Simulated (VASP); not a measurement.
Wanted: the native input for a VASP 6.6.1 run.

```
Task                   : single point
Functional             : LDA
Potentials or basis    : VASP PAW LDA potentials, release 64 (Ga_d, As)
Cutoff                 : 520 eV
k mesh                 : 6 × 6 × 6
Occupations            : gaussian, width 0.1 eV
Spin                   : no spin polarisation
Dipole correction      : no
Further INCAR settings : ALGO = Normal; EDIFF = 1e-07; NBANDS = 16
```

The structure of GaAs lies in POSCAR:

```
GaAs
1.0
    0.0000000000      2.8750910500      2.8750910500
    2.8750910500      0.0000000000      2.8750910500
    2.8750910500      2.8750910500      0.0000000000
Ga As
1 1
Direct
    0.0000000000      0.0000000000      0.0000000000
    0.7500000000      0.7500000000      0.7500000000
```

These files were run (other wordings do the same):

INCAR

```
PREC = Accurate ; ENCUT = 520
EDIFF = 1E-7 ; ISMEAR = 0
SIGMA = 0.1 ; LREAL = False
LASPH = True ; NELM = 60
ALGO = Normal ; ISIF = 2
LWAVE = False ; LCHARG = True
LELF = True ; LVHAR = True
NBANDS = 16
```

KPOINTS

```
regular mesh
0
Gamma
  6 6 6
```

Potentials or basis: VASP PAW LDA potentials, release 64 (Ga_d, As).

Run with:

```bash
$ cat potpaw_LDA.64/Ga_d/POTCAR potpaw_LDA.64/As/POTCAR > POTCAR
$ mpirun -np 1 vasp_std > vasp.out
```

Results of the run:

```
Pressure               : -4.5 GPa
Band gap on the k mesh : zero (filled and empty bands touch)
```

It took 16 s on 1 thread of AMD EPYC 7R43 64-Core Processor (Zen 3), with other jobs on the host, peak memory 0.11 GiB.
